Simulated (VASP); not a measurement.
Here is a VASP 6.6.1 calculation.

INCAR

```
  ALGO = Normal
  EDIFF = 1E-7
  ENCUT = 520
  ISIF = 2
  ISMEAR = -1
  LASPH = T
  LCHARG = F
  LREAL = F
  LWAVE = F
  NBANDS = 16
  NELM = 60
  PREC = Accurate
  SIGMA = 0.05
```

Contents of KPOINTS:

```
k-points
0
Gamma
  10 10 8
```

The input POSCAR:

```
CaBr
1.0
    3.9170220000      0.0000000000      0.0000000000
   -1.9585110000      3.3922410000      0.0000000000
    0.0000000000      0.0000000000      4.3410340000
Ca Br
1 1
Direct
    0.0000000000      0.0000000000      0.0000000000
    0.3333333333      0.6666666667      0.5000000000
```

Potentials or basis: VASP PAW LDA potentials, release 64 (Ca_sv, Br).

The run is started by

```bash
$ cat potpaw_LDA.64/Ca_sv/POTCAR potpaw_LDA.64/Br/POTCAR > POTCAR
$ mpirun -np 1 vasp_std > vasp.out
```

(1) What does it give for the band gap on the k mesh?

(2) Predict the pressure.

Answers

(1) zero (an odd number of electrons rules out a gap without spin polarisation).

(2) -3.1 GPa.

Caveat: the cell stands under tension; an odd number of electrons without spin polarisation forces a metal; a magnetic or distorted state may lie lower.
